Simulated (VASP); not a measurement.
Be6N:

```
Be N
1.0
     6.44147    0.00000    0.00000
    -3.22074    5.57848    0.00000
     0.00000    0.00000    1.99258
Be N
6 1
Direct
  0.00000 0.33621 0.50000
  0.66379 0.66379 0.50000
  0.33621 0.00000 0.50000
  0.00000 0.66379 0.50000
  0.33621 0.33621 0.50000
  0.66379 0.00000 0.50000
  0.00000 0.00000 0.00000
```

| Quantity | Value |
| --- | --- |
| Program | VASP 6.6.1 |
| Task | relaxation of cell and atoms |
| Functional | PBE |
| Potentials or basis | VASP PAW PBE potentials, release 64 (Be, N) |
| Cutoff | 600 eV |
| k mesh | 6 × 6 × 18 |
| Occupations | gaussian, width 0.1 eV |
| Spin | no spin polarisation |

At the start: pressure 0.8 GPa; volume 10.23 Å³/atom.

Problem. How do energy, volume and symmetry change on relaxing?

Solution. Over 6 steps the energy falls by 7.3 meV/atom and the volume is 10.24 Å³/atom (+0.1 %); space group P6/mmm (No. 191, to 0.05 Å).

Step by step:
```
step  energy change (eV)  largest force (eV/Å)  pressure (GPa)  volume (Å³)
   1              0.0000                0.1099            0.76        71.60
   2             -0.0477                0.0784           -0.63        72.08
   3             -0.0489                0.0883           -0.46        72.02
   4             -0.0509                0.0334           -0.07        71.73
   5             -0.0511                0.0097            0.10        71.61
   6             -0.0513                0.0051            0.07        71.67
```

Final structure:
```
Be N
1.0
     6.38423    0.00000    0.00000
    -3.19211    5.52890    0.00000
     0.00000    0.00000    2.03058
Be N
6 1
Direct
  0.00000 0.33444 0.50000
  0.66556 0.66556 0.50000
  0.33444 0.00000 0.50000
  0.00000 0.66556 0.50000
  0.33444 0.33444 0.50000
  0.66556 0.00000 0.50000
  0.00000 0.00000 0.00000
```
